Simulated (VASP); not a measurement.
# Bi2Te3 (R3m) in VASP: further runs

Runs on Bi2Te3. Level: PBEsol. Tasks: single point.

Program: VASP 6.6.1. These are calculated values, not measurements. Logs are shortened: lines on timing, memory, paths and dates and some standing lists are left out, and cuts for length are marked.

**1. The cell of the first run**

The typed cell holds 5 atoms: a = 10.032 Å, b = 10.032 Å, c = 10.032 Å, α = 25.28°, β = 25.28°, γ = 25.28°.

**2. Single point, PBEsol**

File INCAR:

```
ALGO     = Normal         # electronic algorithm
EDIFF    = 1E-6           # SCF threshold, eV
ENCUT    = 520            # plane-wave cutoff, eV
GGA      = PS             # functional
ISIF     = 2              # what is computed and relaxed
ISMEAR   = 0              # smearing method
LASPH    = T              # aspherical terms in the spheres
LCHARG   = F              # write CHGCAR
LREAL    = F              # projectors in reciprocal space
LWAVE    = F              # write WAVECAR
NBANDS   = 32             # bands
NELM     = 100            # most SCF steps
PREC     = Accurate       # precision mode
SIGMA    = 0.1            # smearing width, eV
```

File KPOINTS:

```
k-points
0
Gamma
  6 6 6
```

File POSCAR:

```
Bi2Te3
1.0
    2.1949317277      1.2672444238      9.7062265347
   -2.1949317277      1.2672444238      9.7062265347
    0.0000000000     -2.5344888477      9.7062265347
Bi Te
2 3
Direct
    0.8091513924      0.8091513924      0.8091513924
    0.4008691430      0.4008691430      0.4008691430
    0.6050623188      0.6050623188      0.6050623188
    0.2037251120      0.2037251120      0.2037251120
    0.0061920338      0.0061920338      0.0061920338
```

Potentials or basis: VASP PAW PBE potentials, release 64 (Bi_d, Te).

Started as:

```console
$ cat potpaw_PBE.64/Bi_d/POTCAR potpaw_PBE.64/Te/POTCAR > POTCAR
$ mpirun -np 1 vasp_std > vasp.out
```

OUTCAR:

```text
EDIFF = 1E-6
   ENCUT = 520
   GGA = PS
   ISIF = 2
   ISMEAR = 0
   LASPH = T
   LREAL = F
   NELM = 100
   PREC = Accurate

 ion  position               nearest neighbor table
   1  0.809  0.809  0.809-   4 3.10   4 3.10   4 3.10   2 3.34   2 3.34   2 3.34
   2  0.401  0.401  0.401-   5 3.10   5 3.10   5 3.10   1 3.34   1 3.34   1 3.34
   3  0.605  0.605  0.605-   5 3.21   5 3.21   5 3.21   4 3.22   4 3.22   4 3.22
   4  0.204  0.204  0.204-   1 3.10   1 3.10   1 3.10   3 3.22   3 3.22   3 3.22
   5  0.006  0.006  0.006-   2 3.10   2 3.10   2 3.10   3 3.21   3 3.21   3 3.21

  LATTYP: Found a trigonal (rhomboedric) cell.
 ALAT       =    10.0316732035
 COS(alpha) =     0.9042529777

  Lattice vectors:

 A1 = (   2.1949317277,   1.2672444238,   9.7062265347)
 A2 = (  -2.1949317277,   1.2672444238,   9.7062265347)
 A3 = (   0.0000000000,  -2.5344888477,   9.7062265347)

Analysis of symmetry for initial positions (statically):
=====================================================================
 Subroutine PRICEL returns:
 Original cell was already a primitive cell.

 Routine SETGRP: Setting up the symmetry group for a
 trigonal (rhombohedral) supercell.

 Subroutine GETGRP returns: Found  6 space group operations
 (whereof  6 operations were pure point group operations)
 out of a pool of 12 trial point group operations.

The static configuration has the point symmetry C_3v.

Analysis of symmetry for dynamics (positions and initial velocities):
=====================================================================
 Subroutine PRICEL returns:
 Original cell was already a primitive cell.

 Routine SETGRP: Setting up the symmetry group for a
 trigonal (rhombohedral) supercell.

 Subroutine GETGRP returns: Found  6 space group operations
 (whereof  6 operations were pure point group operations)
 out of a pool of 12 trial point group operations.

The dynamic configuration has the point symmetry C_3v.

 Subroutine INISYM returns: Found  6 space group operations
 (whereof  6 operations are pure point group operations),
 and found     1 'primitive' translations

----------------------------------------------------------------------------------------

                                     Primitive cell

  volume of cell :     161.9881

  direct lattice vectors                    reciprocal lattice vectors
     2.194931728  1.267244424  9.706226535     0.227797518  0.131518958  0.034342217
    -2.194931728  1.267244424  9.706226535    -0.227797518  0.131518958  0.034342217
     0.000000000 -2.534488848  9.706226535     0.000000000 -0.263037917  0.034342217

  length of vectors
    10.031673204 10.031673204 10.031673204     0.265270303  0.265270303  0.265270303

  position of ions in fractional coordinates (direct lattice)
     0.809151392  0.809151392  0.809151392
     0.400869143  0.400869143  0.400869143
     0.605062319  0.605062319  0.605062319
     0.203725112  0.203725112  0.203725112
     0.006192034  0.006192034  0.006192034

  ion indices of the primitive-cell ions
   primitive index   ion index
                 1           1
                 2           2
                 3           3
                 4           4
                 5           5

----------------------------------------------------------------------------------------

 KPOINTS: k-points

Automatic generation of k-mesh.
 Grid dimensions read from file:
 generate k-points for:    6    6    6

 Generating k-lattice:

  Cartesian coordinates                     Fractional coordinates (reciprocal lattice)
     0.037966253  0.021919826  0.005723703     0.166666667  0.000000000  0.000000000
    -0.037966253  0.021919826  0.005723703     0.000000000  0.166666667  0.000000000
     0.000000000 -0.043839653  0.005723703     0.000000000  0.000000000  0.166666667

  Length of vectors
     0.044211717  0.044211717  0.044211717

  Shift w.r.t. Gamma in fractional coordinates (k-lattice)
     0.000000000  0.000000000  0.000000000

 Subroutine IBZKPT returns following result:
 ===========================================

 Found     32 irreducible k-points:

 Following reciprocal coordinates:
            Coordinates               Weight
  0.000000  0.000000  0.000000      1.000000
  0.166667  0.000000  0.000000      6.000000
  0.333333 -0.000000 -0.000000      6.000000
  0.500000 -0.000000  0.000000      3.000000
  0.166667  0.166667  0.000000      6.000000
  0.333333  0.166667 -0.000000     12.000000
[... 16 lines left out ...]
  0.500000  0.500000  0.166667      6.000000
 -0.333333  0.500000  0.166667     12.000000
 [... further k-points ...]
   k-points           NKPTS =     32   k-points in BZ     NKDIM =     32   number of bands    NBANDS=     32
   number of dos      NEDOS =    301   number of ions     NIONS =      5
   total plane-waves  NPLWV = 512000
   dimension x,y,z NGX =    80 NGY =   80 NGZ =   80
   dimension x,y,z NGXF=   160 NGYF=  160 NGZF=  160
   ions per type =               2   3
   NGX,Y,Z   is equivalent  to a cutoff of  13.26, 13.26, 13.26 a.u.
   NGXF,Y,Z  is equivalent  to a cutoff of  26.52, 26.52, 26.52 a.u.
 SYSTEM =  unknown system
   PREC   = accura    normal or accurate (medium, high low for compatibility)
   ISTART =      0    job   : 0-new  1-cont  2-samecut
   ICHARG =      2    charge: 1-file 2-atom 10-const
   ISPIN  =      1    spin polarized calculation?
   LNONCOLLINEAR =      F non collinear calculations
   LSORBIT =      F    spin-orbit coupling
   LASPH  =      T    aspherical Exc in radial PAW
   ENCUT  =  520.0 eV  38.22 Ry    6.18 a.u.  18.65 18.65 18.65*2*pi/ulx,y,z
   NELM   =    100;   NELMIN=  2; NELMDL= -5     # of ELM steps
   EDIFF  = 0.1E-05   stopping-criterion for ELM
   LREAL  =      F    real-space projection
   EDIFFG = 0.1E-04   stopping-criterion for IOM
   NSW    =      0    number of steps for IOM
   IBRION =     -1    ionic relax: 0-MD 1-quasi-New 2-CG
   NFREE  =      0    steps in history (QN), initial steepest desc. (CG)
   ISIF   =      2    stress and relaxation
   ISYM   =      2    0-nonsym 1-usesym 2-fastsym
   POTIM  = 0.5000    time-step for ionic-motion
   TEBEG  =    0.0;   TEEND  =   0.0 temperature during run
   PSTRESS=    0.0 pullay stress
   NELECT =      48.0000    total number of electrons
   NUPDOWN=      -1.0000    fix difference up-down
   EMIN   =  10.00;   EMAX   =-10.00  energy-range for DOS
   EFERMI =   0.00;   METHOD = LEGACY
   ISMEAR =     0;   SIGMA  =   0.10  broadening in eV -4-tet -1-fermi 0-gaus
   EFERMI_NEDOS =   21; number of points for ismear=-14 and -15
   IALGO  =     38    algorithm
   IMIX   =      4    mixing-type and parameters
     AMIX     =   0.40;   BMIX     =  1.00
     AMIX_MAG =   1.60;   BMIX_MAG =  1.00
  volume/ion in A,a.u.               =      32.40       218.63
  Fermi-wavevector in a.u.,A,eV,Ry     =   1.091426  2.062496 16.207400  1.191210
  Thomas-Fermi vector in A             =   2.227671
   LORBIT       =      0    0 simple, 1 ext, 2 COOP (PROOUT), +10 PAW based schemes
   GGA     = PS    functional components
   LHFCALC =     F    Hartree Fock is set to
   AEXX    =    0.0000 exact exchange contribution
   IVDW    =     0    specifies the selected vdW correction
   LEPSILON=     F    determine dielectric tensor
   LRPA    =     F    only Hartree local field effects (RPA)
 non-spin polarized calculation
 Gauss-broadening in eV      SIGMA  =   0.10
  energy-cutoff  :      520.00
  volume of cell :      161.99
 maximum number of plane-waves:      4380
 NGX is ok and might be reduce to    80
   NGX = 37   NGY = 37   NGZ = 37

 number of electron      48.0000003 magnetization

 Free energy of the ion-electron system (eV)
  ---------------------------------------------------
  ext. energy  EPLUGINS =         0.00000000
  ---------------------------------------------------
  free energy    TOTEN  =       -19.19169466 eV

  energy without entropy =      -19.17956982  energy(sigma->0) =      -19.18563224

 E-fermi :   6.7569     XC(G=0):  -9.7290

 val. band max:        6.7147309168   @ k =  -0.3333   0.3333   0.0000
 cond. band min:       6.8229715335   @ k =   0.0000   0.0000   0.0000
 fundamental gap:      0.1082406167
 Fermi energy:         6.7569321583

 k-point     1 :       0.0000    0.0000    0.0000
  band No.  band energies     occupation
      1     -16.1918      2.00000
      2     -16.1918      2.00000
      3     -16.1277      2.00000
      4     -16.1263      2.00000
      5     -16.1263      2.00000
      6     -16.0648      2.00000
[... 24 lines left out ...]
     31      11.0570      0.00000
     32      11.4302      0.00000

 k-point     2 :       0.1667    0.0000    0.0000
  band No.  band energies     occupation
      1     -16.1903      2.00000
      2     -16.1861      2.00000
      3     -16.1284      2.00000
      4     -16.1197      2.00000
      5     -16.1194      2.00000
      6     -16.0677      2.00000
[... 24 lines left out ...]
     31      10.3366      0.00000
     32      11.4206      0.00000

 k-point     3 :       0.3333   -0.0000   -0.0000
  band No.  band energies     occupation
      1     -16.1876      2.00000
      2     -16.1695      2.00000
      3     -16.1313      2.00000
      4     -16.1040      2.00000
      5     -16.1008      2.00000
      6     -16.0861      2.00000
[... 24 lines left out ...]
     31      10.9462      0.00000
     32      11.2934      0.00000

 k-point     4 :       0.5000   -0.0000    0.0000
  band No.  band energies     occupation
      1     -16.1865      2.00000
      2     -16.1550      2.00000
      3     -16.1300      2.00000
      4     -16.1101      2.00000
      5     -16.0906      2.00000
      6     -16.0811      2.00000
[... 654 lines left out ...]
     31      10.9172      0.00000
     32      12.1942      0.00000

 k-point    23 :       0.5000    0.5000    0.1667
  band No.  band energies     occupation
      1     -16.1876      2.00000
      2     -16.1695      2.00000
      3     -16.1313      2.00000
      4     -16.1040      2.00000
      5     -16.1008      2.00000
      6     -16.0860      2.00000
[... 24 lines left out ...]
     31      10.7843      0.00000
     32      11.2763      0.00000

 k-point    24 :      -0.3333    0.5000    0.1667
  band No.  band energies     occupation
      1     -16.1910      2.00000
      2     -16.1505      2.00000
      3     -16.1246      2.00000
      4     -16.1069      2.00000
      5     -16.1005      2.00000
      6     -16.0813      2.00000
[... 24 lines left out ...]
     31      11.4053      0.00000
     32      11.7686      0.00000

 [... further k-points ...]
[... 5 lines left out ...]
  --------------------------------------------------------------------------------------
  -------------------------------------------------------------------------------------
  Total       -0.0126637     -0.0126637      0.0294944      0.0000000     -0.0000000      0.0000000
  in kB       -0.1252531     -0.1252531      0.2917207      0.0000000     -0.0000000      0.0000000
  external PRESSURE =       0.0137382 kB  Pullay stress =       0.0000000 kB

 VOLUME and BASIS-vectors are now :
 -----------------------------------------------------------------------------
  energy-cutoff  :      520.00
  volume of cell :      161.99
      direct lattice vectors                 reciprocal lattice vectors
     2.194931728  1.267244424  9.706226535     0.227797518  0.131518958  0.034342217
    -2.194931728  1.267244424  9.706226535    -0.227797518  0.131518958  0.034342217
     0.000000000 -2.534488848  9.706226535     0.000000000 -0.263037917  0.034342217

 POSITION                                       TOTAL-FORCE (eV/Angst)
 -----------------------------------------------------------------------------------
      0.00000     -0.00000     23.56142         0.000000     -0.000000      0.020753
      0.00000     -0.00000     11.67278         0.000000      0.000000     -0.030088
      0.00000     -0.00000     17.61862         0.000000      0.000000     -0.003604
      0.00000     -0.00000      5.93221         0.000000      0.000000     -0.005649
      0.00000     -0.00000      0.18030         0.000000     -0.000000      0.018587
 -----------------------------------------------------------------------------------
    total drift:                                0.000000      0.000000      0.000336

  FREE ENERGIE OF THE ION-ELECTRON SYSTEM (eV)
  ---------------------------------------------------
  free  energy   TOTEN  =       -19.1916946552 eV

  energy  without entropy=      -19.1795698178  energy(sigma->0) =      -19.18563224
```

Run time: 14 min. Hardware: 1 thread of Intel Xeon Platinum 8259CL at 2.50GHz (Skylake/Cascade Lake), shared host; peak memory 0.97 GiB.

Results:

```yaml
Free_energy: -19.1917 eV
Pressure: 0.0 GPa
Largest_force: 0.030 eV/Å
Band_gap_on_the_k_mesh: zero (bands 24 and 25 overlap by 0.05 eV)
```

Forces on the atoms (eV/Å):
```
Bi   0.000  0.000  0.021
Bi   0.000  0.000 -0.030
Te   0.000  0.000 -0.004
Te   0.000  0.000 -0.006
Te   0.000  0.000  0.019
```

Caveat: the PAW data sets were made with another functional, which shifts forces and pressure a little; spin-orbit coupling is left out, which moves the levels of the heavy elements.

**3. Single point, PBEsol**

This run uses another cell than the first one, of 32.19 Å³/atom.

File INCAR:

```
SYSTEM = Bi2Te3
PREC = Accurate
ENCUT = 500
EDIFF = 1E-6
ISMEAR = 0
SIGMA = 0.1
LREAL = .False.
LASPH = .True.
NELM = 120
ALGO = Normal
ISIF = 2
LWAVE = .False.
LCHARG = .False.
GGA = PS
ISYM = 0
NBANDS = 32
GGA_COMPAT = .False.
```

File KPOINTS:

```
regular mesh
0
Gamma
  9 9 4
  0 0 0
```

File POSCAR:

```
Bi2Te3
1.0
    4.4838309880      0.0000000000      0.0000000000
   -2.2419154940      3.8831115419      0.0000000000
    2.2419154940      1.2943705140      9.2437378532
Bi Te
2 3
Direct
    0.3878540802      0.1939270401      0.4182188798
    0.1920790248      0.5960395124      0.2118814628
    0.7900242525      0.3950121263      0.8149636212
    0.5883874346      0.7941937173      0.6174188481
   -0.0083447921     -0.0041723960      0.0125171881
```

Potentials or basis: VASP PAW PBE potentials, release 64 (Bi_d, Te).

Started as:

```console
$ cat potpaw_PBE.64/Bi_d/POTCAR potpaw_PBE.64/Te/POTCAR > POTCAR
$ mpirun -np 1 vasp_std > vasp.out
```

Run time: 16 min. Hardware: 1 thread of AMD EPYC 7R13, shared host; peak memory 0.73 GiB.

It converged, with:

```
Free energy            : -19.1976 eV
Pressure               : 0.0 GPa
Largest force          : 0.009 eV/Å
Band gap on the k mesh : zero (bands 24 and 25 overlap by 0.65 eV)
```

Forces in eV/Å, atoms in the order of the input:
```
Bi   0.001  0.001  0.001
Bi  -0.001 -0.001 -0.006
Te   0.000  0.000  0.001
Te   0.006  0.004  0.000
Te  -0.007 -0.004  0.004
```

Stress tensor (GPa, compression positive):
```
-0.15 -0.11  0.03
-0.11 -0.03  0.02
 0.03  0.02  0.21
```

Levels at points of the mesh, in eV from the Fermi level:
| k point | band 21 | band 22 | band 23 | band 24 | band 25 | band 26 | band 27 | band 28 |
| --- | --- | --- | --- | --- | --- | --- | --- | --- |
| (0.00, 0.00, 0.00) | -2.04 | -0.69 | -0.69 | -0.56 | -0.39 | -0.32 | -0.32 | 2.24 |
| (0.00, 0.00, 0.50) | -1.69 | -1.24 | -1.23 | -1.23 | 0.58 | 0.62 | 0.62 | 1.46 |

Caveat: the PAW data sets were made with another functional, which shifts forces and pressure a little; spin-orbit coupling is left out, which moves the levels of the heavy elements.
